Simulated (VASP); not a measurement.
# WS: single point with PBE+U

WS:

```
W S
1.0
     0.00000    2.97474    2.97474
     2.97474    0.00000    2.97474
     2.97474    2.97474    0.00000
W S
1 1
Direct
  0.00000 0.00000 0.00000
  0.25000 0.25000 0.25000
```

| Property | Result |
| --- | --- |
| Program | VASP 6.6.1 |
| Task | single point |
| Functional | PBE |
| Potentials or basis | VASP PAW PBE potentials, release 64 (W_sv, S) |
| Cutoff | 520 eV |
| k mesh | 12 × 12 × 12 |
| Occupations | gaussian, width 0.1 eV |
| Spin | collinear spin |
| Starting moments | [2.5, 0.0] μB |
| Hubbard terms | W d U = 6.2 eV |
| Dipole correction | no |
| Further INCAR settings | ALGO = Normal; EDIFF = 1e-06; NBANDS = 21 |

The pressure is -1.9 GPa. The band gap on the k mesh is zero (filled and empty bands overlap) and the net moment is 4.00 μB per cell. The site moments are W +3.18; S -0.19 μB and the valence electrons inside the program's atomic spheres are W 11.78; S 3.69.

Levels at points of the mesh, in eV from the Fermi level:
Spin up:
```
           k point  band 9  band 10  band 11  band 12  band 13  band 14  band 15  band 16
(0.00, 0.00, 0.00)   -2.98    -2.98    -1.45     1.90     1.90     1.90     5.36     5.36
(0.50, 0.00, 0.00)   -2.57    -2.57    -1.81     0.27     0.27     1.28     5.30     6.62
(0.50, 0.50, 0.00)   -2.76    -2.64    -2.40    -0.91    -0.91     3.71     4.18     6.91
```
Spin down:
```
           k point  band 4  band 5  band 6  band 7  band 8  band 9  band 10  band 11  band 12  band 13
(0.00, 0.00, 0.00)  -37.56  -14.59   -4.40   -4.40   -4.40    0.07     2.64     2.64     5.19     5.19
(0.50, 0.00, 0.00)  -37.56  -14.11   -5.79   -4.28   -4.28    1.77     2.78     2.78     3.12     3.87
(0.50, 0.50, 0.00)  -37.57  -13.94   -5.93   -4.25   -4.25    0.34     1.47     3.56     3.56     4.08
```

Eigenvalues of the final occupation matrices:
```
    site  spin  trace               eigenvalues
site 1 d     1   3.25  0.58 0.58 0.58 0.75 0.75
site 1 d     2   0.18  0.01 0.01 0.05 0.05 0.05
```

It took 3.1 min on 1 thread of Intel Xeon 8259CL (shared host), peak memory 0.28 GiB.

Caveat: spin-orbit coupling is left out, which moves the levels of the heavy elements.
